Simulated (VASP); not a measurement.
# Ag (Fm-3m) in VASP: a series of runs, part 2 of 2

VASP 6.6.1. Earlier steps stand in the parts before.

## 4. Single point, PBE

This run uses another cell than the first one, of 17.05 Å³/atom, 1.020 times its volume.

File INCAR:

```
SYSTEM = Ag
  ALGO = Normal
  EDIFF = 1E-6
  ENCUT = 520
  GGA = PE
  ISIF = 2
  ISMEAR = 0
  LASPH = .True.
  LCHARG = .False.
  LREAL = .False.
  LWAVE = .False.
  NBANDS = 12
  NELM = 60
  PREC = Accurate
  SIGMA = 0.014
```

File KPOINTS:

```
k-points
0
Gamma
  11 11 11
  0 0 0
```

File POSCAR:

```
Ag
1.0
    0.0000000000      2.0427500000      2.0427500000
    2.0427500000      0.0000000000      2.0427500000
    2.0427500000      2.0427500000      0.0000000000
Ag
1
Direct
    0.0000000000      0.0000000000      0.0000000000
```

Potentials or basis: VASP PAW PBE potentials, release 64 (Ag).

Run with:

```bash
cat potpaw_PBE.64/Ag/POTCAR > POTCAR
mpirun -np 1 vasp_std > vasp.out
```

OUTCAR:

```text
SYSTEM = Ag
   EDIFF = 1E-6
   ENCUT = 520
   GGA = PE
   ISIF = 2
   ISMEAR = 0
   LASPH = .True.
   LREAL = .False.
   NELM = 60
   PREC = Accurate

 ion  position               nearest neighbor table
   1  0.000  0.000  0.000-

  LATTYP: Found a face centered cubic cell.
 ALAT       =     4.0855000000

  Lattice vectors:

 A1 = (   0.0000000000,   2.0427500000,   2.0427500000)
 A2 = (   2.0427500000,   0.0000000000,   2.0427500000)
 A3 = (   2.0427500000,   2.0427500000,   0.0000000000)

Analysis of symmetry for initial positions (statically):
=====================================================================
 Subroutine PRICEL returns:
 Original cell was already a primitive cell.

 Routine SETGRP: Setting up the symmetry group for a
 face centered cubic supercell.

 Subroutine GETGRP returns: Found 48 space group operations
 (whereof 48 operations were pure point group operations)
 out of a pool of 48 trial point group operations.

The static configuration has the point symmetry O_h .

Analysis of symmetry for dynamics (positions and initial velocities):
[... 160 lines left out ...]
 val. band max:        8.6406120378   @ k =  -0.4545   0.0909   0.0000
 cond. band min:       8.7326376746   @ k =   0.4545   0.3636   0.0000
 fundamental gap:      0.0920256369
 Fermi energy:         8.7124740451

 k-point     1 :       0.0000    0.0000    0.0000
  band No.  band energies     occupation
      1       0.6617      2.00000
      2       3.6136      2.00000
      3       3.6136      2.00000
      4       3.6136      2.00000
      5       4.6472      2.00000
      6       4.6472      2.00000
      7      24.4555      0.00000
      8      28.0355      0.00000
      9      28.0355      0.00000
     10      28.0355      0.00000
     11      32.8420      0.00000
     12      33.9807      0.00000
[... 331 lines left out ...]
 k-point    24 :      -0.1818    0.1818    0.0000
  band No.  band energies     occupation
      1       2.6923      2.00000
      2       3.2136      2.00000
      3       3.8294      2.00000
      4       4.2267      2.00000
      5       4.2584      2.00000
      6       5.7947      2.00000
      7      20.3628      0.00000
      8      20.7698      0.00000
      9      27.0596      0.00000
     10      28.8643      0.00000
     11      29.5461      0.00000
     12      33.0678      0.00000

 [... further k-points ...]
[... 5 lines left out ...]
  --------------------------------------------------------------------------------------
  -------------------------------------------------------------------------------------
  Total        0.4355138      0.4355138      0.4355138     -0.0000000     -0.0000000      0.0000000
  in kB       40.9295417     40.9295417     40.9295417     -0.0000000     -0.0000000      0.0000000
  external PRESSURE =      40.9295417 kB  Pullay stress =       0.0000000 kB

 VOLUME and BASIS-vectors are now :
 -----------------------------------------------------------------------------
  energy-cutoff  :      520.00
  volume of cell :       17.05
      direct lattice vectors                 reciprocal lattice vectors
     0.000000000  2.042750000  2.042750000    -0.244768082  0.244768082  0.244768082
     2.042750000  0.000000000  2.042750000     0.244768082 -0.244768082  0.244768082
     2.042750000  2.042750000  0.000000000     0.244768082  0.244768082 -0.244768082

 POSITION                                       TOTAL-FORCE (eV/Angst)
 -----------------------------------------------------------------------------------
      0.00000      0.00000      0.00000        -0.000000     -0.000000     -0.000000
 -----------------------------------------------------------------------------------
    total drift:                               -0.000000      0.000000     -0.000000

  FREE ENERGIE OF THE ION-ELECTRON SYSTEM (eV)
  ---------------------------------------------------
  free  energy   TOTEN  =        -2.7091897276 eV

  energy  without entropy=       -2.7091718336  energy(sigma->0) =       -2.70918078
```

OSZICAR:

```text
N       E                     dE             d eps       ncg     rms          rms(c)
DAV:   1     0.516027073872E+02    0.51603E+02   -0.54715E+03  1360   0.825E+02
DAV:   2    -0.213771568132E+01   -0.53740E+02   -0.50640E+02  1572   0.193E+02
DAV:   3    -0.296647051729E+01   -0.82875E+00   -0.82835E+00  1580   0.251E+01
DAV:   4    -0.296919134521E+01   -0.27208E-02   -0.27208E-02  1560   0.148E+00
DAV:   5    -0.296921336831E+01   -0.22023E-04   -0.22023E-04  1608   0.120E-01    0.522E+00
DAV:   6    -0.272079121848E+01    0.24842E+00   -0.96076E-01  1468   0.880E+00    0.335E+00
DAV:   7    -0.271213074663E+01    0.86605E-02   -0.11638E-02  1568   0.101E+00    0.188E+00
DAV:   8    -0.270917917876E+01    0.29516E-02   -0.71992E-04  1520   0.200E-01    0.101E-01
DAV:   9    -0.270918455630E+01   -0.53775E-05   -0.89300E-06  1612   0.225E-02    0.270E-02
DAV:  10    -0.270919025752E+01   -0.57012E-05   -0.43765E-06  1540   0.196E-02    0.665E-03
DAV:  11    -0.270918972764E+01    0.52988E-06   -0.10049E-07   848   0.269E-03
   1 F= -.27091897E+01 E0= -.27091808E+01  d E =-.178941E-04
```

stdout:

```text
POSCAR found type information on POSCAR Ag
 POSCAR found :  1 types and       1 ions
 scaLAPACK will be used
 LDA part: xc-table for (Slater+PW92), standard interpolation
 POSCAR, INCAR and KPOINTS ok, starting setup
 FFT: planning ... GRIDC
 FFT: planning ... GRID_SOFT
 FFT: planning ... GRID
 WAVECAR not read
 entering main loop
```

It took 5.7 s on 1 thread of Intel Xeon 6975P-C, shared host; peak memory 0.14 GiB.

What came out:

* Free energy: -2.7092 eV
* Pressure: 4.1 GPa

Levels at points of the mesh, in eV from the Fermi level:
```tsv
k point	band 2	band 3	band 4	band 5	band 6	band 7	band 8	band 9	band 10	band 11
(0.00, 0.00, 0.00)	-5.10	-5.10	-5.10	-4.07	-4.07	15.74	19.32	19.32	19.32	24.13
```

## 5. Single point, LDA

This run uses another cell than the first one, of 17.05 Å³/atom, 1.020 times its volume.

File INCAR:

```
SYSTEM = Ag
ALGO = Normal
EDIFF = 1E-6
ENCUT = 520
GGA = CA
ISIF = 2
ISMEAR = 0
LASPH = .True.
LCHARG = .True.
LELF = .True.
LREAL = .False.
LVHAR = .True.
LWAVE = .False.
NBANDS = 12
NELM = 100
PREC = Accurate
SIGMA = 0.02
```

KPOINTS is that of step 4.

POSCAR is that of step 4.

Potentials or basis: VASP PAW LDA potentials, release 64 (Ag).

Run with:

```bash
cat potpaw_LDA.64/Ag/POTCAR > POTCAR
mpirun -np 1 vasp_std > vasp.out
```

It took 5.2 s on 1 thread of Intel Xeon 6975P-C, shared host; peak memory 0.13 GiB.

It converged, with:

```yaml
Free_energy: -3.7607 eV
Pressure: -7.6 GPa
```

Levels at points of the mesh, in eV from the Fermi level:
```csv
k point,band 4,band 5,band 6,band 7,band 8,band 9
"(0.00, 0.00, 0.00)",-5.01,-3.96,-3.96,15.79,19.29,19.29
```

## 6. Summary

```csv
level,potentials or basis,cell,smearing,gap on the mesh (eV),pressure (GPa)
PBE exchange alone,"VASP PAW PBE potentials, release 64 (Ag)","a = 2.869 Å, angles 60.0°, 1 atom",fermi-dirac 0.05 eV,none,26.2
PBE exchange alone,"VASP PAW PBE potentials, release 64 (Ag)","a = 2.889 Å, angles 60.0°, 1 atom",fermi-dirac 0.05 eV,none,23.1
PBE,"VASP PAW PBE potentials, release 64 (Ag)","a = 2.889 Å, angles 60.0°, 1 atom",gaussian 0.014 eV,none,4.1
LDA,"VASP PAW LDA potentials, release 64 (Ag)","a = 2.889 Å, angles 60.0°, 1 atom",gaussian 0.02 eV,none,-7.6
```

Alike in all rows: task single point; no spin polarisation; k mesh 11 × 11 × 11; cutoff (eV) 520.

Total energies depend on the potentials used, so only differences within one code and one set of settings carry meaning.
